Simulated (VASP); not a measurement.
Wanted: the native input for a VASP 6.6.1 run.

- Task: single point
- Functional: PBE
- Potentials or basis: VASP PAW PBE potentials, release 64 (N, B)
- Cutoff: 520 eV
- k mesh: 13 × 13 × 9
- Occupations: fermi-dirac, width 0.05 eV
- Spin: no spin polarisation
- Dipole correction: no
- Further INCAR settings: ALGO = Normal; EDIFF = 1e-06; NBANDS = 11

The structure of BN lies in POSCAR:

```
BN
1.0
    2.4912079273      0.0000000000      0.0000000000
   -1.2383433262      2.1616250238      0.0000000000
   -0.6264323005     -1.0808125118      3.0022538854
N B
1 1
Direct
    0.6685060000      0.3323850000      0.9849990000
    0.9796430000      0.9834990000      0.0018060000
```

This cell differs from its parent crystal: volume scaled by 0.98.

These files were run (other wordings do the same):

INCAR

```
  ALGO = Normal
  EDIFF = 1E-6
  ENCUT = 520
  GGA = PE
  ISIF = 2
  ISMEAR = -1
  LASPH = True
  LCHARG = False
  LREAL = False
  LWAVE = False
  NBANDS = 11
  NELM = 80
  PREC = Accurate
  SIGMA = 0.05
```

KPOINTS

```
k-points
0
Gamma
  13 13 9
```

Potentials or basis: VASP PAW PBE potentials, release 64 (N, B).

Run with:

```sh
$ cat potpaw_PBE.64/N/POTCAR potpaw_PBE.64/B/POTCAR > POTCAR
$ mpirun -np 1 vasp_std > vasp.out
```

Results of the run:

* Pressure: 10.8 GPa
* Largest force: 2.848 eV/Å
* Band gap on the k mesh: 2.83 eV, indirect (least direct gap 4.58 eV)

Caveat: forces of over 1 eV/Å act on the atoms, so gaps and moduli don't describe the material at rest.

Wall time 78 s on 1 thread of Intel(R) Xeon(R) Platinum 8259CL CPU @ 2.50GHz (Skylake/Cascade Lake) (shared host), peak memory 0.23 GiB.
